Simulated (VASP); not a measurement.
# TlGaSe3 (Pm-3m) in VASP: notebook

TlGaSe3 is run at these levels: PBE; tasks: single point, relaxation of cell and atoms.

All numbers are computed with VASP 6.6.1; they aren't measurements. Logs are shortened: lines on timing, memory, paths and dates and some standing lists are left out, and cuts for length are marked.

### Step 1. The cell of the first run

Symmetry: Pm-3m, No. 221, cubic system. Conventional cell: a = 4.932 Å, b = 4.932 Å, c = 4.932 Å, α = 90.00°, β = 90.00°, γ = 90.00°. Tl (site symmetry m-3m) has 12 Se at 3.49 Å and 8 Ga at 4.27 Å within 4.6 Å. Ga (site symmetry m-3m) has 6 Se at 2.47 Å within 3.3 Å. Se (site symmetry 4/mmm) has 2 Ga at 2.47 Å within 3.3 Å.

### Step 2. Single point, PBE

Input file INCAR:

```
PREC     = Accurate       # precision mode
ENCUT    = 520            # plane-wave cutoff, eV
EDIFF    = 1E-7           # SCF threshold, eV
ISMEAR   = 0              # smearing method
SIGMA    = 0.1            # smearing width, eV
LREAL    = False          # projectors in reciprocal space
LASPH    = True           # aspherical terms in the spheres
NELM     = 100            # most SCF steps
ALGO     = Normal         # electronic algorithm
ISIF     = 2              # what is computed and relaxed
LWAVE    = False          # write WAVECAR
LCHARG   = False          # write CHGCAR
GGA      = PE             # functional
NBANDS   = 30             # bands
```

Input file KPOINTS:

```
regular mesh
0
Gamma
  4 4 4
```

Input file POSCAR:

```
TlGaSe3
1.0
    4.9323355600      0.0000000000      0.0000000000
    0.0000000000      4.9323355600      0.0000000000
    0.0000000000      0.0000000000      4.9323355600
Tl Ga Se
1 1 3
Direct
    0.5000000000      0.5000000000      0.5000000000
    0.0000000000      0.0000000000      0.0000000000
    0.5000000000      0.0000000000      0.0000000000
    0.0000000000      0.5000000000      0.0000000000
    0.0000000000      0.0000000000      0.5000000000
```

Potentials or basis: VASP PAW PBE potentials, release 64 (Tl_d, Ga_d, Se).

On the command line:

```
cat potpaw_PBE.64/Tl_d/POTCAR potpaw_PBE.64/Ga_d/POTCAR potpaw_PBE.64/Se/POTCAR > POTCAR
mpirun -np 1 vasp_std > vasp.out
```

OUTCAR:

```text
PREC = Accurate
   ENCUT = 520
   EDIFF = 1E-7
   ISMEAR = 0
   LREAL = False
   LASPH = True
   NELM = 100
   ISIF = 2
   GGA = PE

 ion  position               nearest neighbor table
   1  0.500  0.500  0.500-
   2  0.000  0.000  0.000-   3 2.47   4 2.47   5 2.47   5 2.47   4 2.47   3 2.47
   3  0.500  0.000  0.000-   2 2.47   2 2.47
   4  0.000  0.500  0.000-   2 2.47   2 2.47
   5  0.000  0.000  0.500-   2 2.47   2 2.47

  LATTYP: Found a simple cubic cell.
 ALAT       =     4.9323355600

  Lattice vectors:

 A1 = (   4.9323355600,   0.0000000000,   0.0000000000)
 A2 = (   0.0000000000,   4.9323355600,   0.0000000000)
 A3 = (   0.0000000000,   0.0000000000,   4.9323355600)

Analysis of symmetry for initial positions (statically):
=====================================================================
 Subroutine PRICEL returns:
 Original cell was already a primitive cell.

 Routine SETGRP: Setting up the symmetry group for a
 simple cubic supercell.

 Subroutine GETGRP returns: Found 48 space group operations
 (whereof 48 operations were pure point group operations)
 out of a pool of 48 trial point group operations.

The static configuration has the point symmetry O_h .

Analysis of symmetry for dynamics (positions and initial velocities):
=====================================================================
 Subroutine PRICEL returns:
 Original cell was already a primitive cell.

 Routine SETGRP: Setting up the symmetry group for a
 simple cubic supercell.

 Subroutine GETGRP returns: Found 48 space group operations
 (whereof 48 operations were pure point group operations)
 out of a pool of 48 trial point group operations.

The dynamic configuration has the point symmetry O_h .

 Subroutine INISYM returns: Found 48 space group operations
 (whereof 48 operations are pure point group operations),
 and found     1 'primitive' translations

----------------------------------------------------------------------------------------

                                     Primitive cell

  volume of cell :     119.9935

  direct lattice vectors                    reciprocal lattice vectors
     4.932335560  0.000000000  0.000000000     0.202743708  0.000000000  0.000000000
     0.000000000  4.932335560  0.000000000     0.000000000  0.202743708  0.000000000
     0.000000000  0.000000000  4.932335560     0.000000000  0.000000000  0.202743708

  length of vectors
     4.932335560  4.932335560  4.932335560     0.202743708  0.202743708  0.202743708

  position of ions in fractional coordinates (direct lattice)
     0.500000000  0.500000000  0.500000000
     0.000000000  0.000000000  0.000000000
     0.500000000  0.000000000  0.000000000
     0.000000000  0.500000000  0.000000000
     0.000000000  0.000000000  0.500000000

  ion indices of the primitive-cell ions
   primitive index   ion index
                 1           1
                 2           2
                 3           3
                 4           4
                 5           5

----------------------------------------------------------------------------------------

 KPOINTS: regular mesh

Automatic generation of k-mesh.
 Grid dimensions read from file:
 generate k-points for:    4    4    4

 Generating k-lattice:

  Cartesian coordinates                     Fractional coordinates (reciprocal lattice)
     0.050685927  0.000000000  0.000000000     0.250000000  0.000000000  0.000000000
     0.000000000  0.050685927  0.000000000     0.000000000  0.250000000  0.000000000
     0.000000000  0.000000000  0.050685927     0.000000000  0.000000000  0.250000000

  Length of vectors
     0.050685927  0.050685927  0.050685927

  Shift w.r.t. Gamma in fractional coordinates (k-lattice)
     0.000000000  0.000000000  0.000000000

 Subroutine IBZKPT returns following result:
 ===========================================

 Found     10 irreducible k-points:

 Following reciprocal coordinates:
            Coordinates               Weight
  0.000000  0.000000  0.000000      1.000000
  0.250000  0.000000  0.000000      6.000000
[... 42 lines left out ...]
  free energy    TOTEN  =       -15.45691820 eV

  energy without entropy =      -15.41111994  energy(sigma->0) =      -15.43401907

 E-fermi :   3.8885     XC(G=0):  -9.8619

 val. band max:        3.8547261305   @ k =   0.2500   0.2500   0.2500
 cond. band min:       3.9121490920   @ k =   0.5000   0.2500   0.0000
 fundamental gap:      0.0574229615
 Fermi energy:         3.8884504600

 k-point     1 :       0.0000    0.0000    0.0000
  band No.  band energies     occupation
      1     -11.0392      2.00000
      2     -11.0392      2.00000
      3     -10.7289      2.00000
      4     -10.7289      2.00000
      5     -10.7289      2.00000
      6     -10.1693      2.00000
[... 22 lines left out ...]
     29       9.9957      0.00000
     30       9.9957      0.00000

 k-point     2 :       0.2500    0.0000    0.0000
  band No.  band energies     occupation
      1     -11.0382      2.00000
      2     -10.9993      2.00000
      3     -10.7311      2.00000
      4     -10.7311      2.00000
      5     -10.7288      2.00000
      6      -9.9242      2.00000
[... 22 lines left out ...]
     29      11.0818      0.00000
     30      11.3901      0.00000

 k-point     3 :       0.5000    0.0000    0.0000
  band No.  band energies     occupation
      1     -11.0372      2.00000
      2     -10.9662      2.00000
      3     -10.7334      2.00000
      4     -10.7334      2.00000
      5     -10.7288      2.00000
      6      -9.4446      2.00000
[... 22 lines left out ...]
     29      10.4403      0.00000
     30      12.8751      0.00000

 k-point     4 :       0.2500    0.2500    0.0000
  band No.  band energies     occupation
      1     -11.0209      2.00000
      2     -10.9654      2.00000
      3     -10.7336      2.00000
      4     -10.7311      2.00000
      5     -10.7311      2.00000
      6      -9.6995      2.00000
[... 154 lines left out ...]
     29      11.2065      0.00000
     30      12.0389      0.00000

 k-point     9 :       0.5000    0.5000    0.2500
  band No.  band energies     occupation
      1     -10.9413      2.00000
      2     -10.8711      2.00000
      3     -10.7385      2.00000
      4     -10.7359      2.00000
      5     -10.7359      2.00000
      6      -8.6031      2.00000
[... 22 lines left out ...]
     29       9.3573      0.00000
     30      11.6089      0.00000

 k-point    10 :       0.5000    0.5000    0.5000
  band No.  band energies     occupation
      1     -10.8710      2.00000
      2     -10.8710      2.00000
      3     -10.7383      2.00000
      4     -10.7383      2.00000
      5     -10.7383      2.00000
      6      -8.5143      2.00000
[... 22 lines left out ...]
     29      10.1108      0.00000
     30      10.7363      0.00000

------------------------ aborting loop because EDIFF is reached ----------------------------------------

  FORCE on cell =-STRESS in cart. coord.  units (eV):
  Direction    XX          YY          ZZ          XY          YZ          ZX
  --------------------------------------------------------------------------------------
  -------------------------------------------------------------------------------------
  Total        4.2988267      4.2988267      4.2988267      0.0000000      0.0000000      0.0000000
  in kB       57.3987823     57.3987823     57.3987823      0.0000000      0.0000000      0.0000000
  external PRESSURE =      57.3987823 kB  Pullay stress =       0.0000000 kB

 VOLUME and BASIS-vectors are now :
 -----------------------------------------------------------------------------
  energy-cutoff  :      520.00
  volume of cell :      119.99
      direct lattice vectors                 reciprocal lattice vectors
     4.932335560  0.000000000  0.000000000     0.202743708  0.000000000  0.000000000
     0.000000000  4.932335560  0.000000000     0.000000000  0.202743708  0.000000000
     0.000000000  0.000000000  4.932335560     0.000000000  0.000000000  0.202743708

 POSITION                                       TOTAL-FORCE (eV/Angst)
 -----------------------------------------------------------------------------------
      2.46617      2.46617      2.46617         0.000000      0.000000      0.000000
      0.00000      0.00000      0.00000         0.000000      0.000000      0.000000
      2.46617      0.00000      0.00000         0.000000      0.000000      0.000000
      0.00000      2.46617      0.00000         0.000000      0.000000      0.000000
      0.00000      0.00000      2.46617         0.000000      0.000000      0.000000
 -----------------------------------------------------------------------------------
    total drift:                               -0.000000      0.000000     -0.000000

  FREE ENERGIE OF THE ION-ELECTRON SYSTEM (eV)
  ---------------------------------------------------
  free  energy   TOTEN  =       -15.4569182020 eV

  energy  without entropy=      -15.4111199394  energy(sigma->0) =      -15.43401907
```

It took 24 s on 1 thread of Intel Xeon 6975P-C (Granite Rapids), shared host; peak memory 0.25 GiB.

What came out:

```
Free energy            : -15.4569 eV
Pressure               : 5.7 GPa
Band gap on the k mesh : zero (bands 22 and 23 overlap by 1.36 eV)
```

Levels at points of the mesh, in eV from the Fermi level:
```csv
k point,band 19,band 20,band 21,band 22,band 23,band 24,band 25,band 26
"(0.00, 0.00, 0.00)",-0.69,-0.69,-0.69,-0.53,-0.53,-0.53,6.10,6.10
"(0.50, 0.00, 0.00)",-1.82,-1.13,-0.37,-0.32,-0.32,1.92,3.74,4.70
"(0.50, 0.50, 0.00)",-1.39,-1.39,-1.14,-0.18,0.85,3.06,3.89,3.89
"(0.50, 0.50, 0.50)",-0.14,-0.14,0.83,0.83,0.83,3.88,3.88,3.88
```

Caveat: the cell stands under pressure; spin-orbit coupling is left out, which moves the levels of the heavy elements.

### Step 3. Single point, PBE

This run uses another cell than the first one, of 26.64 Å³/atom.

Input file INCAR:

```
  PREC = Accurate
  ENCUT = 520
  EDIFF = 1E-7
  ISMEAR = 0
  SIGMA = 0.1
  LREAL = F
  LASPH = T
  NELM = 60
  ALGO = Normal
  ISIF = 2
  LWAVE = F
  LCHARG = T
  GGA = PE
  LELF = T
  LVHAR = T
  NBANDS = 30
```

KPOINTS is that of step 2.

POSCAR: that of step 2 with these lines changed.

```diff
@@ -2,5 +2,5 @@
 1.0
-    4.9323355600      0.0000000000      0.0000000000
-    0.0000000000      4.9323355600      0.0000000000
-    0.0000000000      0.0000000000      4.9323355600
+    5.1068148506      0.0000000000      0.0000000000
+    0.0000000000      5.1068148506      0.0000000000
+    0.0000000000      0.0000000000      5.1068148506
 Tl Ga Se
```

Potentials or basis: VASP PAW PBE potentials, release 64 (Tl_d, Ga_d, Se).

On the command line:

```
cat potpaw_PBE.64/Tl_d/POTCAR potpaw_PBE.64/Ga_d/POTCAR potpaw_PBE.64/Se/POTCAR > POTCAR
mpirun -np 1 vasp_std > vasp.out
```

Wall time 24 s (1 thread of Intel Xeon 6975P-C (Granite Rapids), shared host); peak memory 0.26 GiB.

It converged, with:

| Item | Value |
| --- | --- |
| Free energy | -15.6808 eV |
| Pressure | 0.2 GPa |
| Band gap on the k mesh | zero (bands 22 and 23 overlap by 1.16 eV) |

Levels at points of the mesh, in eV from the Fermi level:
```tsv
k point	band 18	band 19	band 20	band 21	band 22	band 23	band 24	band 25	band 26	band 27
(0.00, 0.00, 0.00)	-2.06	-0.58	-0.58	-0.58	-0.45	-0.45	-0.45	5.66	5.66	5.66
(0.50, 0.00, 0.00)	-1.52	-1.52	-0.95	-0.51	-0.29	-0.29	1.82	3.31	4.51	4.51
(0.50, 0.50, 0.00)	-1.81	-1.21	-1.19	-1.19	-0.25	0.71	3.16	3.83	3.83	4.04
(0.50, 0.50, 0.50)	-3.24	-0.22	-0.22	0.70	0.70	0.70	3.67	3.67	3.67	5.75
```

Caveat: spin-orbit coupling is left out, which moves the levels of the heavy elements.

### Step 4. Single point, PBE

This run uses another cell than the first one, of 26.58 Å³/atom.

Input file INCAR:

```
  PREC = Accurate
  ENCUT = 520
  EDIFF = 1E-6
  ISMEAR = 0
  SIGMA = 0.1
  LREAL = F
  LASPH = T
  NELM = 80
  ALGO = Normal
  ISIF = 2
  LWAVE = F
  LCHARG = F
  GGA = PE
  NBANDS = 30
```

Input file KPOINTS:

```
regular mesh
0
Gamma
  8 8 8
```

POSCAR: that of step 3 with these lines changed.

```diff
@@ -2,5 +2,5 @@
 1.0
-    5.1068148506      0.0000000000      0.0000000000
-    0.0000000000      5.1068148506      0.0000000000
-    0.0000000000      0.0000000000      5.1068148506
+    5.1030340044      0.0000000000      0.0000000000
+    0.0000000000      5.1030340044      0.0000000000
+    0.0000000000      0.0000000000      5.1030340044
 Tl Ga Se
```

On the command line:

```
cat potpaw_PBE.64/Tl_d/POTCAR potpaw_PBE.64/Ga_d/POTCAR potpaw_PBE.64/Se/POTCAR > POTCAR
mpirun -np 1 vasp_std > vasp.out
```

It took 58 s on 1 thread of Intel Xeon 6975P-C (Granite Rapids), shared host; peak memory 0.33 GiB.

The run converged. Its results:

| Quantity | Value |
| --- | --- |
| Free energy | -15.7606 eV |
| Pressure | 0.0 GPa |
| Band gap on the k mesh | zero (bands 22 and 23 overlap by 1.18 eV) |

Levels at points of the mesh, in eV from the Fermi level:
```csv
k point,band 18,band 19,band 20,band 21,band 22,band 23,band 24,band 25,band 26,band 27
"(0.00, 0.00, 0.00)",-2.00,-0.54,-0.54,-0.54,-0.41,-0.41,-0.41,5.71,5.71,5.71
"(0.50, 0.00, 0.00)",-1.48,-1.48,-0.91,-0.46,-0.25,-0.25,1.87,3.37,4.56,4.56
"(0.50, 0.50, 0.00)",-1.77,-1.17,-1.15,-1.15,-0.21,0.75,3.20,3.87,3.87,4.10
"(0.50, 0.50, 0.50)",-3.21,-0.17,-0.17,0.75,0.75,0.75,3.72,3.72,3.72,5.81
```

Caveat: spin-orbit coupling is left out, which moves the levels of the heavy elements.

### Step 5. Relaxation of cell and atoms, PBE

Input file INCAR:

```
SYSTEM = TlGaSe3
  ALGO = Normal
  EDIFF = 1E-7
  EDIFFG = -0.04
  ENCUT = 600
  GGA = PE
  IBRION = 2
  ISIF = 3
  ISMEAR = 0
  LASPH = .True.
  LCHARG = .False.
  LREAL = .False.
  LWAVE = .False.
  NELM = 80
  NSW = 90
  PREC = Accurate
  SIGMA = 0.1
```

Input file KPOINTS:

```
k-points
0
Gamma
  4 4 4
  0 0 0
```

POSCAR: that of step 4 with these lines changed.

```diff
@@ -2,5 +2,5 @@
 1.0
-    5.1030340044      0.0000000000      0.0000000000
-    0.0000000000      5.1030340044      0.0000000000
-    0.0000000000      0.0000000000      5.1030340044
+    4.9323355600      0.0000000000      0.0000000000
+    0.0000000000      4.9323355600      0.0000000000
+    0.0000000000      0.0000000000      4.9323355600
 Tl Ga Se
```

On the command line:

```
cat potpaw_PBE.64/Tl_d/POTCAR potpaw_PBE.64/Ga_d/POTCAR potpaw_PBE.64/Se/POTCAR > POTCAR
mpirun -np 1 vasp_std > vasp.out
```

Run time: 57 s. Hardware: 1 thread of Intel Xeon 6975P-C (Granite Rapids), shared host; peak memory 0.27 GiB.

It converged, with:

```yaml
Free_energy: -15.6795 eV
Relaxed_volume: 26.74 Å³/atom
Relaxed_cell: a = 5.114 Å, b = 5.114 Å, c = 5.114 Å, α = 90.00°, β = 90.00°, γ = 90.00°
Space_group_after_relaxing_to_0.1_Å: Pm-3m (No. 221)
Energy_gained_by_relaxing: 44.5 meV/atom
Ionic_steps: 3
Pressure_after_relaxing: 0.0 GPa
Band_gap_on_the_k_mesh: zero (bands 22 and 23 overlap by 1.15 eV)
```

The path:
| step | energy change (eV) | largest force (eV/Å) | pressure (GPa) | volume (Å³) |
| --- | --- | --- | --- | --- |
| 1 | 0.0000 | 0.0000 | 5.75 | 119.99 |
| 2 | -0.2196 | 0.0000 | -0.53 | 135.57 |
| 3 | -0.2227 | 0.0000 | 0.02 | 133.71 |

Final structure:
```xyz
5
Lattice="5.1135 0.0000 0.0000 0.0000 5.1135 0.0000 0.0000 0.0000 5.1135" Properties=species:S:1:pos:R:3 pbc="T T T"
Tl    2.5568    2.5568    2.5568
Ga    0.0000    0.0000    0.0000
Se    2.5568    0.0000    0.0000
Se    0.0000    2.5568    0.0000
Se    0.0000    0.0000    2.5568
```

Levels at points of the mesh, in eV from the Fermi level:
```tsv
k point	band 18	band 19	band 20	band 21	band 22	band 23	band 24	band 25	band 26
(0.00, 0.00, 0.00)	-2.08	-0.58	-0.58	-0.58	-0.45	-0.45	-0.45	5.64	5.64
(0.50, 0.00, 0.00)	-1.51	-1.51	-0.94	-0.51	-0.29	-0.29	1.81	3.30	4.50
(0.50, 0.50, 0.00)	-1.80	-1.22	-1.18	-1.18	-0.25	0.70	3.16	3.82	3.82
(0.50, 0.50, 0.50)	-3.22	-0.22	-0.22	0.70	0.70	0.70	3.66	3.66	3.66
```

Caveat: spin-orbit coupling is left out, which moves the levels of the heavy elements.

### Step 6. Relaxation of cell and atoms, PBE

This run uses another cell than the first one, of 26.64 Å³/atom.

Input file INCAR:

```
  ALGO = Normal
  EDIFF = 1E-7
  EDIFFG = -0.01
  ENCUT = 600
  GGA = PE
  IBRION = 2
  ISIF = 3
  ISMEAR = 0
  LASPH = True
  LCHARG = False
  LREAL = False
  LWAVE = False
  NELM = 60
  NSW = 100
  PREC = Accurate
  SIGMA = 0.1
```

Input file KPOINTS:

```
k-points
0
Gamma
  8 8 8
```

POSCAR: that of step 5 with these lines changed.

```diff
@@ -2,5 +2,5 @@
 1.0
-    4.9323355600      0.0000000000      0.0000000000
-    0.0000000000      4.9323355600      0.0000000000
-    0.0000000000      0.0000000000      4.9323355600
+    5.1068148506      0.0000000000      0.0000000000
+    0.0000000000      5.1068148506      0.0000000000
+    0.0000000000      0.0000000000      5.1068148506
 Tl Ga Se
```

Potentials or basis: VASP PAW PBE potentials, release 64 (Tl_d, Ga_d, Se).

On the command line:

```
cat potpaw_PBE.64/Tl_d/POTCAR potpaw_PBE.64/Ga_d/POTCAR potpaw_PBE.64/Se/POTCAR > POTCAR
mpirun -np 1 vasp_std > vasp.out
```

It took 84 s on 1 thread of Intel Xeon 6975P-C (Granite Rapids), shared host; peak memory 0.36 GiB.

The run converged. Its results:

```
Free energy             : -15.7605 eV
Pressure after relaxing : 0.0 GPa
Band gap on the k mesh  : zero (bands 22 and 23 overlap by 1.17 eV)
```

Final structure:
```
CELL_PARAMETERS angstrom
5.10681 0.00000 0.00000
0.00000 5.10681 0.00000
0.00000 0.00000 5.10681
ATOMIC_POSITIONS crystal
Tl 0.50000 0.50000 0.50000
Ga 0.00000 0.00000 0.00000
Se 0.50000 0.00000 0.00000
Se 0.00000 0.50000 0.00000
Se 0.00000 0.00000 0.50000
```

Levels at points of the mesh, in eV from the Fermi level:
```csv
k point,band 20,band 21,band 22,band 23,band 24,band 25
"(0.00, 0.00, 0.00)",-0.54,-0.54,-0.41,-0.41,-0.41,5.70
"(0.50, 0.00, 0.00)",-0.91,-0.46,-0.25,-0.25,1.86,3.36
"(0.50, 0.50, 0.00)",-1.14,-1.14,-0.21,0.75,3.20,3.87
"(0.50, 0.50, 0.50)",-0.17,0.74,0.74,0.74,3.71,3.71
```

Caveat: the relaxation stopped at its first step, so nothing moved; spin-orbit coupling is left out, which moves the levels of the heavy elements.

### Step 7. The runs side by side

```tsv
task	cell	k mesh	cutoff (eV)	gap on the mesh (eV)	pressure (GPa)
single point	a = 4.932 Å, 5 atoms	4 × 4 × 4	520	none	5.7
single point	a = 5.107 Å, 5 atoms	4 × 4 × 4	520	none	0.2
single point	a = 5.103 Å, 5 atoms	8 × 8 × 8	520	none	0.0
relaxation of cell and atoms	relaxed from a = 4.932 Å, 5 atoms	4 × 4 × 4	600	none	0.0
relaxation of cell and atoms	relaxed from a = 5.107 Å, 5 atoms	8 × 8 × 8	600	none	0.0
```

Alike in all rows: level PBE; potentials or basis VASP PAW PBE potentials, release 64 (Tl_d, Ga_d, Se); no spin polarisation; smearing gaussian 0.1 eV.

Caveats: spin-orbit coupling is left out, which moves the levels of the heavy elements; the cell stands under pressure (at least some runs); the relaxation stopped at its first step, so nothing moved (at least some runs).

Absolute energies hang on the potentials; compare differences alone.

The gap in the log of VASP goes by the Fermi energy; the results here count the filled bands.